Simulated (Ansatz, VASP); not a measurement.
# Ca7CuF16 in VASP and in Ansatz

```
Cu Ca F
1.0
     0.00000    5.46200    5.46200
     5.46200    0.00000    5.46200
     5.46200    5.46200    0.00000
Cu Ca F
1 7 16
Direct
  0.00000 0.00000 0.00000
  0.00000 0.00000 0.50000
  0.00000 0.50000 0.00000
  0.00000 0.50000 0.50000
  0.50000 0.00000 0.00000
  0.50000 0.00000 0.50000
  0.50000 0.50000 0.00000
  0.50000 0.50000 0.50000
  0.12122 0.12122 0.12122
  0.12122 0.12122 0.63633
  0.12122 0.63633 0.12122
  0.12193 0.62602 0.62602
  0.63633 0.12122 0.12122
  0.62602 0.12193 0.62602
  0.62602 0.62602 0.12193
  0.62602 0.62602 0.62602
  0.37398 0.37398 0.37398
  0.37398 0.37398 0.87807
  0.37398 0.87807 0.37398
  0.36367 0.87878 0.87878
  0.87807 0.37398 0.37398
  0.87878 0.36367 0.87878
  0.87878 0.87878 0.36367
  0.87878 0.87878 0.87878
```

Alike in both runs: functional PBE; k mesh 3 × 3 × 3; occupations fermi-dirac, width 0.01 eV; collinear spin.

Ansatz relaxed the structure, and its values are those at the end. VASP's run is a single point on that final structure, the one shown.

|  | VASP | Ansatz |
| --- | --- | --- |
| version | VASP 6.6.1 | Ansatz 0.2.0 |
| potentials or method | VASP PAW PBE potentials, release 64 (Cu, Ca_sv, F) | plane-wave PAW, scalar-relativistic |
| plane-wave cutoff (eV) | 520 | 420 |
| valence electrons in the cell | 193 | 201 |

|  | VASP | Ansatz | Ansatz less VASP |
| --- | --- | --- | --- |
| pressure (GPa) | 0.1 | 0.0 | -0.18 |
| rms of the force components (eV/Å) | 0.014 | 0.011 | -0.0031 |
| net moment per atom (μB) | 0.04 | 0.04 | 0.000 |
| size of the moment on the site where the two differ most (μB) | 0.72 | 0.73 | +0.005 |

Site moments also hang on the region over which each program counts them. VASP's potentials hold 193 valence electrons a cell and Ansatz's 201, so a difference there can come from the potentials and not from the codes. Ansatz's warnings: stress scf threshold loose.
